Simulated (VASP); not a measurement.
Set up this calculation in VASP 6.6.1, as the native input.

| Property | Result |
| --- | --- |
| Task | single point |
| Functional | PBEsol |
| Potentials or basis | VASP PAW PBE potentials, release 64 (Si, C) |
| Cutoff | 520 eV |
| k mesh | 12 × 12 × 4 |
| Occupations | gaussian, width 0.05 eV |
| Spin | no spin polarisation |
| Dipole correction | no |
| Further INCAR settings | ALGO = Normal; EDIFF = 1e-06; NBANDS = 26 |

The structure of SiC lies in POSCAR:

```
SiC
1.0
    3.2217000000      0.0000000000      0.0000000000
   -1.6108500000      2.7900740434      0.0000000000
    0.0000000000      0.0000000000      9.5384000000
Si C
4 4
Direct
    0.6666666667      0.3333333333      0.9378278494
    0.3333333333      0.6666666667      0.4378278494
    0.0000000000      0.0000000000      0.6878973398
    0.0000000000      0.0000000000      0.1878973398
    0.6666666667      0.3333333333      0.7498191768
    0.3333333333      0.6666666667      0.2498191768
    0.0000000000      0.0000000000      0.5004546340
    0.0000000000      0.0000000000      0.0004546340
```

These files were run (other wordings do the same):

INCAR

```
PREC = Accurate
ENCUT = 520
EDIFF = 1E-6
ISMEAR = 0
SIGMA = 0.05
LREAL = F
LASPH = T
NELM = 100
ALGO = Normal
ISIF = 2
LWAVE = F
LCHARG = T
GGA = PS
LELF = T
LVHAR = T
NBANDS = 26
```

KPOINTS

```
Automatic mesh
0
Gamma
  12 12 4
```

Potentials or basis: VASP PAW PBE potentials, release 64 (Si, C).

Launch:

```console
$ cat potpaw_PBE.64/Si/POTCAR potpaw_PBE.64/C/POTCAR > POTCAR
$ mpirun -np 1 vasp_std > vasp.out
```

It gave:

```json
{
  "Pressure": "-4.4 GPa",
  "Largest force": "1.429 eV/Å",
  "Band gap on the k mesh": "1.52 eV, indirect (least direct gap 2.58 eV)"
}
```

Caveat: the PAW data sets were made with another functional, which shifts forces and pressure a little.

It took 110 s on 1 thread of AMD EPYC 7R43 64-Core Processor (Zen 3) (shared host), peak memory 0.21 GiB.
